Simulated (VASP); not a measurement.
# CuAu (P4mm) in VASP: single point with PBEsol

Aim: the single point of CuAu with PBEsol.

Everything below comes from runs of VASP 6.6.1. Logs are shortened: lines on timing, memory, paths and dates and some standing lists are left out, and cuts for length are marked.

## (1) The cell of the first run

Symmetry: P4mm, No. 99, tetragonal system. The conventional cell has a = 2.800 Å, b = 2.800 Å, c = 3.670 Å, α = 90.00°, β = 90.00°, γ = 90.00°. Within 3.4 Å of Cu (site symmetry 4mm) lie 8 Au at 2.60 to 2.80 Å and 4 Cu at 2.80 Å. Au (site symmetry 4mm) has 8 Cu at 2.60 to 2.80 Å and 4 Au at 2.80 Å within 3.4 Å.

## (2) Single point, PBEsol (atom 2 (Au) moved by (+0.000, -0.150) A along x and z)

INCAR reads:

```
PREC = Accurate
ENCUT = 600
EDIFF = 1E-6
ISMEAR = 0
SIGMA = 0.15
LREAL = F
LASPH = T
NELM = 120
ALGO = Normal
ISIF = 2
LWAVE = F
LCHARG = F
GGA = PS
NBANDS = 18
GGA_COMPAT = F
```

KPOINTS reads:

```
Automatic mesh
0
Gamma
  18 18 14
```

POSCAR reads:

```
CuAu
1.0
    2.8000000000      0.0000000000      0.0000000000
    0.0000000000      2.8000000000      0.0000000000
    0.0000000000      0.0000000000      3.6700000000
Cu Au
1 1
Direct
    0.5000000000      0.5000000000      0.5000000000
    0.0000000000      0.0000000000     -0.0408719346
```

Potentials or basis: VASP PAW PBE potentials, release 64 (Cu, Au).

The run is started by

```bash
> cat potpaw_PBE.64/Cu/POTCAR potpaw_PBE.64/Au/POTCAR > POTCAR
> mpirun -np 1 vasp_std > vasp.out
```

OUTCAR:

```text
PREC = Accurate
   ENCUT = 600
   EDIFF = 1E-6
   ISMEAR = 0
   LREAL = F
   LASPH = T
   NELM = 120
   ISIF = 2
   GGA = PS

 ion  position               nearest neighbor table
   1  0.500  0.500  0.500-   2 2.60   2 2.60   2 2.60   2 2.60   2 2.80   2 2.80   2 2.80   2 2.80

   2  0.000  0.000  0.959-   1 2.60   1 2.60   1 2.60   1 2.60   1 2.80   1 2.80   1 2.80   1 2.80

  LATTYP: Found a simple tetragonal cell.
 ALAT       =     2.8000000000
 C/A-ratio  =     1.3107142857

  Lattice vectors:

 A1 = (   2.8000000000,   0.0000000000,   0.0000000000)
 A2 = (   0.0000000000,   2.8000000000,   0.0000000000)
 A3 = (   0.0000000000,   0.0000000000,   3.6700000000)

Analysis of symmetry for initial positions (statically):
=====================================================================
 Subroutine PRICEL returns:
 Original cell was already a primitive cell.

 Routine SETGRP: Setting up the symmetry group for a
 simple tetragonal supercell.

 Subroutine GETGRP returns: Found  8 space group operations
 (whereof  8 operations were pure point group operations)
 out of a pool of 16 trial point group operations.

The static configuration has the point symmetry C_4v.

Analysis of symmetry for dynamics (positions and initial velocities):
=====================================================================
 Subroutine PRICEL returns:
 Original cell was already a primitive cell.

 Routine SETGRP: Setting up the symmetry group for a
 simple tetragonal supercell.

 Subroutine GETGRP returns: Found  8 space group operations
 (whereof  8 operations were pure point group operations)
 out of a pool of 16 trial point group operations.

The dynamic configuration has the point symmetry C_4v.

 Subroutine INISYM returns: Found  8 space group operations
 (whereof  8 operations are pure point group operations),
 and found     1 'primitive' translations

----------------------------------------------------------------------------------------

                                     Primitive cell

  volume of cell :      28.7728

  direct lattice vectors                    reciprocal lattice vectors
     2.800000000  0.000000000  0.000000000     0.357142857  0.000000000  0.000000000
     0.000000000  2.800000000  0.000000000     0.000000000  0.357142857  0.000000000
     0.000000000  0.000000000  3.670000000     0.000000000  0.000000000  0.272479564

  length of vectors
     2.800000000  2.800000000  3.670000000     0.357142857  0.357142857  0.272479564

  position of ions in fractional coordinates (direct lattice)
     0.500000000  0.500000000  0.500000000
     0.000000000  0.000000000  0.959128065

  ion indices of the primitive-cell ions
   primitive index   ion index
                 1           1
                 2           2

----------------------------------------------------------------------------------------

 KPOINTS: Automatic mesh

Automatic generation of k-mesh.
 Grid dimensions read from file:
 generate k-points for:   18   18   14

 Generating k-lattice:

  Cartesian coordinates                     Fractional coordinates (reciprocal lattice)
     0.019841270  0.000000000  0.000000000     0.055555556  0.000000000  0.000000000
     0.000000000  0.019841270  0.000000000     0.000000000  0.055555556  0.000000000
     0.000000000  0.000000000  0.019462826     0.000000000  0.000000000  0.071428571

  Length of vectors
     0.019841270  0.019841270  0.019462826

  Shift w.r.t. Gamma in fractional coordinates (k-lattice)
     0.000000000  0.000000000  0.000000000

 Subroutine IBZKPT returns following result:
 ===========================================

 Found    440 irreducible k-points:

 Following reciprocal coordinates:
            Coordinates               Weight
  0.000000  0.000000  0.000000      1.000000
  0.055556  0.000000  0.000000      4.000000
  0.111111  0.000000  0.000000      4.000000
  0.166667  0.000000  0.000000      4.000000
  0.222222  0.000000  0.000000      4.000000
  0.277778  0.000000  0.000000      4.000000
[... 16 lines left out ...]
  0.277778  0.111111  0.000000      8.000000
  0.333333  0.111111  0.000000      8.000000
 [... further k-points ...]
   k-points           NKPTS =    440   k-points in BZ     NKDIM =    440   number of bands    NBANDS=     18
   number of dos      NEDOS =    301   number of ions     NIONS =      2
   total plane-waves  NPLWV =  17280
   dimension x,y,z NGX =    24 NGY =   24 NGZ =   30
   dimension x,y,z NGXF=    48 NGYF=   48 NGZF=   60
   ions per type =               1   1
   NGX,Y,Z   is equivalent  to a cutoff of  14.25, 14.25, 13.59 a.u.
   NGXF,Y,Z  is equivalent  to a cutoff of  28.50, 28.50, 27.18 a.u.
 SYSTEM =  unknown system
   PREC   = accura    normal or accurate (medium, high low for compatibility)
   ISTART =      0    job   : 0-new  1-cont  2-samecut
   ICHARG =      2    charge: 1-file 2-atom 10-const
   ISPIN  =      1    spin polarized calculation?
   LNONCOLLINEAR =      F non collinear calculations
   LSORBIT =      F    spin-orbit coupling
   LASPH  =      T    aspherical Exc in radial PAW
   ENCUT  =  600.0 eV  44.10 Ry    6.64 a.u.   5.59  5.59  7.33*2*pi/ulx,y,z
   NELM   =    120;   NELMIN=  2; NELMDL= -5     # of ELM steps
   EDIFF  = 0.1E-05   stopping-criterion for ELM
   LREAL  =      F    real-space projection
   EDIFFG = 0.1E-04   stopping-criterion for IOM
   NSW    =      0    number of steps for IOM
   IBRION =     -1    ionic relax: 0-MD 1-quasi-New 2-CG
   NFREE  =      0    steps in history (QN), initial steepest desc. (CG)
   ISIF   =      2    stress and relaxation
   ISYM   =      2    0-nonsym 1-usesym 2-fastsym
   POTIM  = 0.5000    time-step for ionic-motion
   TEBEG  =    0.0;   TEEND  =   0.0 temperature during run
   PSTRESS=    0.0 pullay stress
   NELECT =      22.0000    total number of electrons
   NUPDOWN=      -1.0000    fix difference up-down
   EMIN   =  10.00;   EMAX   =-10.00  energy-range for DOS
   EFERMI =   0.00;   METHOD = LEGACY
   ISMEAR =     0;   SIGMA  =   0.15  broadening in eV -4-tet -1-fermi 0-gaus
   EFERMI_NEDOS =   21; number of points for ismear=-14 and -15
   IALGO  =     38    algorithm
   IMIX   =      4    mixing-type and parameters
     AMIX     =   0.40;   BMIX     =  1.00
     AMIX_MAG =   1.60;   BMIX_MAG =  1.00
  volume/ion in A,a.u.               =      14.39        97.08
  Fermi-wavevector in a.u.,A,eV,Ry     =   1.497000  2.828919 30.490762  2.241008
  Thomas-Fermi vector in A             =   2.608944
   LORBIT       =      0    0 simple, 1 ext, 2 COOP (PROOUT), +10 PAW based schemes
   GGA     = PS    functional components
   LHFCALC =     F    Hartree Fock is set to
   AEXX    =    0.0000 exact exchange contribution
   IVDW    =     0    specifies the selected vdW correction
   LEPSILON=     F    determine dielectric tensor
   LRPA    =     F    only Hartree local field effects (RPA)
 non-spin polarized calculation
 Gauss-broadening in eV      SIGMA  =   0.15
  energy-cutoff  :      600.00
  volume of cell :       28.77
 maximum number of plane-waves:       980
 NGX is ok and might be reduce to    24
   NGX = 11   NGY = 11   NGZ = 15

 number of electron      22.0000014 magnetization

 Free energy of the ion-electron system (eV)
  ---------------------------------------------------
  ext. energy  EPLUGINS =         0.00000000
  ---------------------------------------------------
  free energy    TOTEN  =        -8.28078673 eV

  energy without entropy =       -8.27368666  energy(sigma->0) =       -8.27723669

 E-fermi :   8.7345     XC(G=0): -12.8941

 val. band max:        8.7327652603   @ k =   0.3889   0.2222   0.4286
 cond. band min:       8.7369838395   @ k =   0.3889   0.3333   0.2857
 fundamental gap:      0.0042185792
 Fermi energy:         8.7344530567

 k-point     1 :       0.0000    0.0000    0.0000
  band No.  band energies     occupation
      1      -1.2284      2.00000
      2       1.9790      2.00000
      3       2.1624      2.00000
      4       4.6031      2.00000
      5       4.6031      2.00000
      6       5.6569      2.00000
[... 10 lines left out ...]
     17      25.6473      0.00000
     18      26.2265      0.00000

 k-point     2 :       0.0556    0.0000    0.0000
  band No.  band energies     occupation
      1      -1.1551      2.00000
      2       2.0181      2.00000
      3       2.2019      2.00000
      4       4.5579      2.00000
      5       4.6188      2.00000
      6       5.6237      2.00000
[... 10 lines left out ...]
     17      26.1652      0.00000
     18      26.2977      0.00000

 k-point     3 :       0.1111    0.0000    0.0000
  band No.  band energies     occupation
      1      -0.9395      2.00000
      2       2.1156      2.00000
      3       2.3359      2.00000
      4       4.4257      2.00000
      5       4.6647      2.00000
      6       5.5273      2.00000
[... 10 lines left out ...]
     17      26.2834      0.00000
     18      27.6934      0.00000

 k-point     4 :       0.1667    0.0000    0.0000
  band No.  band energies     occupation
      1      -0.5946      2.00000
      2       2.2407      2.00000
      3       2.5806      2.00000
      4       4.2197      2.00000
      5       4.7372      2.00000
      6       5.3786      2.00000
[... 10 lines left out ...]
     17      26.1297      0.00000
     18      27.9930      0.00000

 k-point     5 :       0.2222    0.0000    0.0000
  band No.  band energies     occupation
      1      -0.1429      2.00000
      2       2.3876      2.00000
      3       2.9144      2.00000
      4       3.9672      2.00000
      5       4.8282      2.00000
      6       5.1985      2.00000
[... 10 lines left out ...]
     17      25.5248      0.00000
     18      27.4625      0.00000

 k-point     6 :       0.2778    0.0000    0.0000
  band No.  band energies     occupation
      1       0.3806      2.00000
      2       2.5559      2.00000
      3       3.2883      2.00000
      4       3.7122      2.00000
      5       4.8954      2.00000
      6       5.0459      2.00000
[... 10 lines left out ...]
     17      24.5313      0.00000
     18      26.8631      0.00000

 k-point     7 :       0.3333    0.0000    0.0000
  band No.  band energies     occupation
      1       0.9237      2.00000
      2       2.7419      2.00000
      3       3.4246      2.00000
      4       3.7116      2.00000
      5       4.7813      2.00000
      6       5.0924      2.00000
[... 10 lines left out ...]
     17      23.3690      0.00000
     18      26.1240      0.00000

 k-point     8 :       0.3889    0.0000    0.0000
  band No.  band energies     occupation
      1       1.4097      2.00000
      2       2.9330      2.00000
      3       3.2662      2.00000
      4       3.9855      2.00000
      5       4.6415      2.00000
      6       5.1895      2.00000
[... 10 lines left out ...]
     17      23.6787      0.00000
     18      25.4108      0.00000
[... 229 lines left out ...]
     17      23.9707      0.00000
     18      25.1301      0.00000

 k-point    20 :       0.1111    0.1111    0.0000
  band No.  band energies     occupation
      1      -0.6514      2.00000
      2       2.3048      2.00000
      3       2.4506      2.00000
      4       4.3668      2.00000
      5       4.5737      2.00000
      6       5.3513      2.00000
[... 10 lines left out ...]
     17      26.6609      0.00000
     18      27.3478      0.00000

 k-point    21 :       0.1667    0.1111    0.0000
  band No.  band energies     occupation
      1      -0.3085      2.00000
      2       2.4592      2.00000
      3       2.6562      2.00000
      4       4.1939      2.00000
      5       4.5658      2.00000
      6       5.1677      2.00000
[... 10 lines left out ...]
     17      26.4552      0.00000
     18      28.1331      0.00000

 k-point    22 :       0.2222    0.1111    0.0000
  band No.  band energies     occupation
      1       0.1388      2.00000
      2       2.6047      2.00000
      3       2.9696      2.00000
      4       3.9443      2.00000
      5       4.5883      2.00000
      6       4.9670      2.00000
[... 10 lines left out ...]
     17      25.7523      0.00000
     18      28.3067      0.00000

 k-point    23 :       0.2778    0.1111    0.0000
  band No.  band energies     occupation
      1       0.6560      2.00000
      2       2.7608      2.00000
      3       3.2961      2.00000
      4       3.6852      2.00000
      5       4.6137      2.00000
      6       4.8042      2.00000
[... 10 lines left out ...]
     17      24.6205      0.00000
     18      27.4054      0.00000

 k-point    24 :       0.3333    0.1111    0.0000
  band No.  band energies     occupation
      1       1.1957      2.00000
      2       2.9206      2.00000
      3       3.3888      2.00000
      4       3.5837      2.00000
      5       4.6316      2.00000
      6       4.7697      2.00000
[... 10 lines left out ...]
     17      23.3876      0.00000
     18      26.1689      0.00000

 [... further k-points ...]
[... 5 lines left out ...]
  --------------------------------------------------------------------------------------
  -------------------------------------------------------------------------------------
  Total        0.1083519      0.1083519     -0.1155384      0.0000000      0.0000000      0.0000000
  in kB        6.0334383      6.0334383     -6.4336095      0.0000000      0.0000000      0.0000000
  external PRESSURE =       1.8777557 kB  Pullay stress =       0.0000000 kB

 VOLUME and BASIS-vectors are now :
 -----------------------------------------------------------------------------
  energy-cutoff  :      600.00
  volume of cell :       28.77
      direct lattice vectors                 reciprocal lattice vectors
     2.800000000  0.000000000  0.000000000     0.357142857  0.000000000  0.000000000
     0.000000000  2.800000000  0.000000000     0.000000000  0.357142857  0.000000000
     0.000000000  0.000000000  3.670000000     0.000000000  0.000000000  0.272479564

 POSITION                                       TOTAL-FORCE (eV/Angst)
 -----------------------------------------------------------------------------------
      1.40000      1.40000      1.83500         0.000000      0.000000     -1.036489
      0.00000      0.00000      3.52000        -0.000000      0.000000      1.036489
 -----------------------------------------------------------------------------------
    total drift:                                0.000000      0.000000     -0.000161

  FREE ENERGIE OF THE ION-ELECTRON SYSTEM (eV)
  ---------------------------------------------------
  free  energy   TOTEN  =        -8.2807867311 eV

  energy  without entropy=       -8.2736866558  energy(sigma->0) =       -8.27723669
```

Run time: 3.8 min. Hardware: 1 thread of Oxide Virtual Turin-like, shared host; peak memory 0.36 GiB.

What came out:

```
Free energy            : -8.2808 eV
Pressure               : 0.2 GPa
Largest force          : 1.036 eV/Å
Band gap on the k mesh : zero (bands 11 and 12 overlap by 7.26 eV)
```

Forces in eV/Å, atoms in the order of the input:
```
Cu   0.000  0.000 -1.036
Au   0.000  0.000  1.036
```

Caveat: the cell differs from its parent crystal (atom 2 (Au) moved by (+0.000, -0.150) A along x and z); the PAW data sets were made with another functional, which shifts forces and pressure a little; spin-orbit coupling is left out, which moves the levels of the heavy elements.
